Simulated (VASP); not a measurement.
# Al (Fm-3m) in VASP: further runs, part 2 of 2

VASP 6.6.1.

### Step 3. Single point, PBEsol

Input file INCAR:

```
  ALGO = Normal
  EDIFF = 1E-6
  ENCUT = 500
  GGA = PS
  GGA_COMPAT = False
  ISIF = 2
  ISMEAR = -1
  LASPH = True
  LCHARG = False
  LREAL = False
  LWAVE = False
  NBANDS = 8
  NELM = 120
  PREC = Accurate
  SIGMA = 0.3
```

Input file KPOINTS:

```
k-points
0
Gamma
  12 12 12
```

Input file POSCAR:

```
Al
1.0
    0.0000000000      2.0248050000      2.0248050000
    2.0248050000      0.0000000000      2.0248050000
    2.0248050000      2.0248050000      0.0000000000
Al
1
Direct
    0.0000000000      0.0000000000      0.0000000000
```

Potentials or basis: VASP PAW PBE potentials, release 64 (Al).

Command:

```sh
$ cat potpaw_PBE.64/Al/POTCAR > POTCAR
$ mpirun -np 1 vasp_std > vasp.out
```

OUTCAR:

```text
EDIFF = 1E-6
   ENCUT = 500
   GGA = PS
   ISIF = 2
   ISMEAR = -1
   LASPH = True
   LREAL = False
   NELM = 120
   PREC = Accurate

 ion  position               nearest neighbor table
   1  0.000  0.000  0.000-

  LATTYP: Found a face centered cubic cell.
 ALAT       =     4.0496100000

  Lattice vectors:

 A1 = (   0.0000000000,   2.0248050000,   2.0248050000)
 A2 = (   2.0248050000,   0.0000000000,   2.0248050000)
 A3 = (   2.0248050000,   2.0248050000,   0.0000000000)

Analysis of symmetry for initial positions (statically):
=====================================================================
 Subroutine PRICEL returns:
 Original cell was already a primitive cell.

 Routine SETGRP: Setting up the symmetry group for a
 face centered cubic supercell.

 Subroutine GETGRP returns: Found 48 space group operations
 (whereof 48 operations were pure point group operations)
 out of a pool of 48 trial point group operations.

The static configuration has the point symmetry O_h .

Analysis of symmetry for dynamics (positions and initial velocities):
=====================================================================
 Subroutine PRICEL returns:
[... 153 lines left out ...]
  energy without entropy =       -4.03918023  energy(sigma->0) =       -4.09611475

 E-fermi :   7.8500     XC(G=0): -10.2342

 val. band max:        7.8230790487   @ k =  -0.4167   0.4167   0.0833
 cond. band min:       7.9699361907   @ k =  -0.2500   0.3333   0.0833
 fundamental gap:      0.1468571421
 Fermi energy:         7.8499971440

 k-point     1 :       0.0000    0.0000    0.0000
  band No.  band energies     occupation
      1      -3.2016      2.00000
      2      20.4466      0.00000
      3      20.4466      0.00000
      4      20.4466      0.00000
      5      21.8913      0.00000
      6      21.8913      0.00000
      7      21.8913      0.00000
      8      24.3238      0.00000
[... 243 lines left out ...]
 k-point    24 :      -0.4167    0.1667    0.0000
  band No.  band energies     occupation
      1       3.3453      2.00000
      2       4.7904      1.99993
      3      13.3388      0.00000
      4      16.6105      0.00000
      5      18.4604      0.00000
      6      23.0902      0.00000
      7      25.7894      0.00000
      8      28.7650      0.00000

 [... further k-points ...]
[... 5 lines left out ...]
  --------------------------------------------------------------------------------------
  -------------------------------------------------------------------------------------
  Total       -0.1624979     -0.1624979     -0.1624979      0.0000000      0.0000000      0.0000000
  in kB      -15.6811764    -15.6811764    -15.6811764      0.0000000      0.0000000      0.0000000
  external PRESSURE =     -15.6811764 kB  Pullay stress =       0.0000000 kB

 VOLUME and BASIS-vectors are now :
 -----------------------------------------------------------------------------
  energy-cutoff  :      500.00
  volume of cell :       16.60
      direct lattice vectors                 reciprocal lattice vectors
     0.000000000  2.024805000  2.024805000    -0.246937359  0.246937359  0.246937359
     2.024805000  0.000000000  2.024805000     0.246937359 -0.246937359  0.246937359
     2.024805000  2.024805000  0.000000000     0.246937359  0.246937359 -0.246937359

 POSITION                                       TOTAL-FORCE (eV/Angst)
 -----------------------------------------------------------------------------------
      0.00000      0.00000      0.00000         0.000000      0.000000      0.000000
 -----------------------------------------------------------------------------------
    total drift:                                0.000000     -0.000000     -0.000000

  FREE ENERGIE OF THE ION-ELECTRON SYSTEM (eV)
  ---------------------------------------------------
  free  energy   TOTEN  =        -4.1530492818 eV

  energy  without entropy=       -4.0391802259  energy(sigma->0) =       -4.09611475
```

OSZICAR:

```text
N       E                     dE             d eps       ncg     rms          rms(c)
DAV:   1    -0.286092343375E+01   -0.28609E+01   -0.92574E+02  1160   0.205E+02
DAV:   2    -0.417478215585E+01   -0.13139E+01   -0.12905E+01  1632   0.182E+01
DAV:   3    -0.418124741086E+01   -0.64653E-02   -0.64589E-02  1488   0.139E+00
DAV:   4    -0.418126140625E+01   -0.13995E-04   -0.13996E-04  1776   0.580E-02
DAV:   5    -0.418126143695E+01   -0.30702E-07   -0.30529E-07  1488   0.145E-03    0.138E+00
DAV:   6    -0.416442826059E+01    0.16833E-01   -0.22467E-03  1600   0.197E-01    0.784E-01
DAV:   7    -0.415306521465E+01    0.11363E-01   -0.61338E-03  1488   0.315E-01    0.165E-01
DAV:   8    -0.415304999965E+01    0.15215E-04   -0.19886E-05  1656   0.304E-02    0.739E-03
DAV:   9    -0.415304928182E+01    0.71784E-06   -0.37537E-07  1672   0.275E-03
   1 F= -.41530493E+01 E0= -.40961148E+01  d E =-.113869E+00
```

Run time: 3.2 s. Hardware: 1 thread of Intel Xeon 6975P-C (Granite Rapids), shared host; peak memory 0.13 GiB.

What came out:

```
Free energy : -4.1530 eV
Pressure    : -1.6 GPa
```

Levels at points of the mesh, in eV from the Fermi level:
```
           k point  band 1  band 2  band 3  band 4  band 5  band 6
(0.00, 0.00, 0.00)  -11.05   12.60   12.60   12.60   14.04   14.04
(0.50, 0.00, 0.00)   -4.53   -4.33   11.36   11.36   11.44   11.44
(0.50, 0.50, 0.00)   -2.87   -1.57    5.29    5.59    5.59    9.03
```

Caveat: the PAW data sets were made with another functional, which shifts forces and pressure a little.

### Step 4. Single point, PBEsol

Input file INCAR:

```
PREC = Accurate
ENCUT = 500
EDIFF = 1E-6
ISMEAR = -1
SIGMA = 0.2
LREAL = F
LASPH = T
NELM = 120
ALGO = Normal
ISIF = 2
LWAVE = F
LCHARG = T
GGA = PS
LELF = T
LVHAR = T
NBANDS = 8
GGA_COMPAT = F
```

Input file KPOINTS:

```
regular mesh
0
Gamma
  12 12 12
```

POSCAR is that of step 3.

Command:

```sh
$ cat potpaw_PBE.64/Al/POTCAR > POTCAR
$ mpirun -np 1 vasp_std > vasp.out
```

Wall time 3.1 s (1 thread of Intel Xeon 6975P-C (Granite Rapids), shared host); peak memory 0.13 GiB.

The run converged. Its results:

- Free energy: -4.1220 eV
- Pressure: -1.8 GPa

Levels at points of the mesh, in eV from the Fermi level:
```tsv
k point	band 1	band 2	band 3	band 4
(0.00, 0.00, 0.00)	-11.03	12.62	12.62	12.62
(0.50, 0.00, 0.00)	-4.51	-4.31	11.39	11.39
(0.50, 0.50, 0.00)	-2.84	-1.55	5.31	5.62
```

Caveat: the PAW data sets were made with another functional, which shifts forces and pressure a little.

### Step 5. Single point, PBEsol

Input file INCAR:

```
SYSTEM = Al
  ALGO = Normal
  EDIFF = 1E-6
  ENCUT = 500
  GGA = PS
  GGA_COMPAT = .FALSE.
  ISIF = 2
  ISMEAR = -1
  LASPH = .TRUE.
  LCHARG = .FALSE.
  LREAL = .FALSE.
  LWAVE = .FALSE.
  NBANDS = 8
  NELM = 120
  PREC = Accurate
  SIGMA = 0.1
```

Input file KPOINTS:

```
k-points
0
G
  12 12 12
  0 0 0
```

POSCAR is that of step 4.

Command:

```sh
$ cat potpaw_PBE.64/Al/POTCAR > POTCAR
$ mpirun -np 1 vasp_std > vasp.out
```

Wall time 2.8 s (1 thread of Intel Xeon 6975P-C (Granite Rapids), shared host); peak memory 0.13 GiB.

The run converged. Its results:

```
Free energy : -4.1036 eV
Pressure    : -1.8 GPa
```

Levels at points of the mesh, in eV from the Fermi level:
```csv
k point,band 1,band 2,band 3,band 4
"(0.00, 0.00, 0.00)",-10.98,12.67,12.67,12.67
"(0.50, 0.00, 0.00)",-4.46,-4.26,11.43,11.43
"(0.50, 0.50, 0.00)",-2.80,-1.50,5.36,5.66
```

Caveat: the PAW data sets were made with another functional, which shifts forces and pressure a little.

### Step 6. Summary

| smearing | gap on the mesh (eV) | pressure (GPa) |
| --- | --- | --- |
| fermi-dirac 0.5 eV | none | -0.8 |
| fermi-dirac 0.3 eV | none | -1.6 |
| fermi-dirac 0.2 eV | none | -1.8 |
| fermi-dirac 0.1 eV | none | -1.8 |

Alike in all rows: task single point; level PBEsol; potentials or basis VASP PAW PBE potentials, release 64 (Al); no spin polarisation; cell as given; k mesh 12 × 12 × 12; cutoff (eV) 500.

Every run on the cell as given and a fine mesh finds a metal.

Caveats: the PAW data sets were made with another functional, which shifts forces and pressure a little.

Absolute energies hang on the potentials; compare differences alone.
